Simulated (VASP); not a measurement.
A run of VASP 6.6.1 is set up as follows.

Contents of INCAR:

```
ALGO = Normal
EDIFF = 1E-8
ENCUT = 520
GGA = PS
ISIF = 2
ISMEAR = -1
LASPH = True
LCHARG = False
LEFG = True
LREAL = False
LWAVE = False
NBANDS = 22
NELM = 80
PREC = Accurate
SIGMA = 0.03
```

Contents of KPOINTS:

```
k-points
0
Gamma
  10 10 10
```

POSCAR

```
Bi
1.0
    2.2422797007      1.2945807888      3.9005610168
   -2.2422797007      1.2945807888      3.9005610168
    0.0000000000     -2.5891615775      3.9005610168
Bi
2
Direct
    0.2338900000      0.2338900000      0.2338900000
    0.7661100000      0.7661100000      0.7661100000
```

Potentials or basis: VASP PAW PBE potentials, release 64 (Bi_d).

Run with:

```bash
$ cat potpaw_PBE.64/Bi_d/POTCAR > POTCAR
$ mpirun -np 1 vasp_std > vasp.out
```

Question: Estimate the largest force.

Answer: 0.315 eV/Å.

Question: Estimate the band gap on the k mesh.

Answer: Zero (bands 15 and 16 overlap by 0.21 eV).

Question: Predict the pressure.

Answer: 1.4 GPa.

Forces on the atoms (eV/Å):
```
Bi   0.000  0.000  0.315
Bi   0.000  0.000 -0.315
```

Caveat: without QUAD_EFG the Cq values of the log hold for a quadrupole moment of 1 mb, not for the nuclei; the PAW data sets were made with another functional, which shifts forces and pressure a little; spin-orbit coupling is left out, which moves the levels of the heavy elements.
